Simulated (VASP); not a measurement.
Input of a VASP 6.6.1 run:

INCAR

```
  PREC = Accurate
  ENCUT = 520
  EDIFF = 1E-6
  ISMEAR = 0
  SIGMA = 0.1
  LREAL = F
  LASPH = T
  NELM = 150
  ALGO = Normal
  ISIF = 2
  LWAVE = F
  LCHARG = F
  ISPIN = 2
  MAGMOM = 3.79 0.35
  LORBIT = 11
  LMAXMIX = 4
  GGA = PS
  NBANDS = 18
```

Contents of KPOINTS:

```
regular mesh
0
Gamma
  18 18 18
```

Contents of POSCAR:

```
FeO
1.0
    1.5010866454      0.8666527788      2.4513818055
   -1.5010866454      0.8666527788      2.4513818055
    0.0000000000     -1.7333055576      2.4513818055
Fe O
1 1
Direct
    0.0000000000      0.0000000000      0.0000000000
    0.5000000000      0.5000000000      0.5000000000
```

Potentials or basis: VASP PAW PBE potentials, release 64 (Fe, O).

Run with:

```bash
$ cat potpaw_PBE.64/Fe/POTCAR potpaw_PBE.64/O/POTCAR > POTCAR
$ mpirun -np 1 vasp_std > vasp.out
```

(1) Predict the net moment.

(2) Estimate the site moments.

(3) Estimate the band gap on the k mesh.

(4) Estimate the pressure.

Answers

(1) 4.00 μB per cell.

(2) Fe +3.60; O +0.31 μB.

(3) zero (filled and empty bands overlap).

(4) 0.4 GPa.

Caveat: the PAW data sets were made with another functional, which shifts forces and pressure a little; a cell with one magnetic atom can't hold antiferromagnetic order, which such compounds often take; semilocal functionals often make such compounds metallic where correlation or magnetic order opens a gap, which also shifts bond lengths.
